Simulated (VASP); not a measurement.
Wanted: the native input for a VASP 6.6.1 run.

| Item | Value |
| --- | --- |
| Task | relaxation of cell and atoms |
| Functional | LDA |
| Potentials or basis | VASP PAW LDA potentials, release 64 (K_sv, Cl) |
| Cutoff | 500 eV |
| k mesh | 5 × 5 × 5 |
| Occupations | methfessel-paxton, width 0.01 eV |
| Spin | no spin polarisation |
| Dipole correction | no |
| Further INCAR settings | ALGO = Normal; EDIFF = 1e-07; IBRION = 2; EDIFFG = -0.01; NSW = 60; ISIF = 3 |

The structure of KCl lies in POSCAR:

```
KCl
1.0
    0.0000000000      3.1148104200      3.1148104200
    3.1148104200      0.0000000000      3.1148104200
    3.1148104200      3.1148104200      0.0000000000
K Cl
1 1
Direct
    0.0000000000      0.0000000000      0.0000000000
    0.5000000000      0.5000000000      0.5000000000
```

One way to write it, as run:

INCAR

```
SYSTEM = KCl
PREC     = Accurate       ! precision mode
ENCUT    = 500            ! plane-wave cutoff, eV
EDIFF    = 1E-7           ! SCF threshold, eV
ISMEAR   = 1              ! smearing method
SIGMA    = 0.01           ! smearing width, eV
LREAL    = .FALSE.        ! projectors in reciprocal space
LASPH    = .TRUE.         ! aspherical terms in the spheres
NELM     = 120            ! most SCF steps
ALGO     = Normal         ! electronic algorithm
ISIF     = 3              ! what is computed and relaxed
LWAVE    = .FALSE.        ! write WAVECAR
LCHARG   = .FALSE.        ! write CHGCAR
GGA      = CA             ! functional
IBRION   = 2              ! ionic algorithm
NSW      = 60             ! ionic steps
EDIFFG   = -0.01          ! ionic threshold
GGA_COMPAT= .FALSE.      
NELMIN   = 4
```

KPOINTS

```
Automatic mesh
0
G
  5 5 5
  0 0 0
```

Potentials or basis: VASP PAW LDA potentials, release 64 (K_sv, Cl).

Command:

```bash
$ cat potpaw_LDA.64/K_sv/POTCAR potpaw_LDA.64/Cl/POTCAR > POTCAR
$ mpirun -np 1 vasp_std > vasp.out
```

Results of the run:

```json
{
  "Relaxed volume": "28.21 Å³/atom",
  "Relaxed cell": "a = 4.305 Å, b = 4.305 Å, c = 4.305 Å, α = 60.00°, β = 60.00°, γ = 60.00°",
  "Space group after relaxing (to 0.05 Å)": "Fm-3m (No. 225)",
  "Energy gained by relaxing": "10.1 meV/atom",
  "Ionic steps": "3",
  "Pressure after relaxing": "-0.1 GPa",
  "Band gap on the k mesh": "5.09 eV, direct"
}
```

It took 12 s on 1 thread of Intel(R) Xeon(R) Platinum 8375C CPU @ 2.90GHz (Ice Lake) (shared host), peak memory 0.16 GiB.
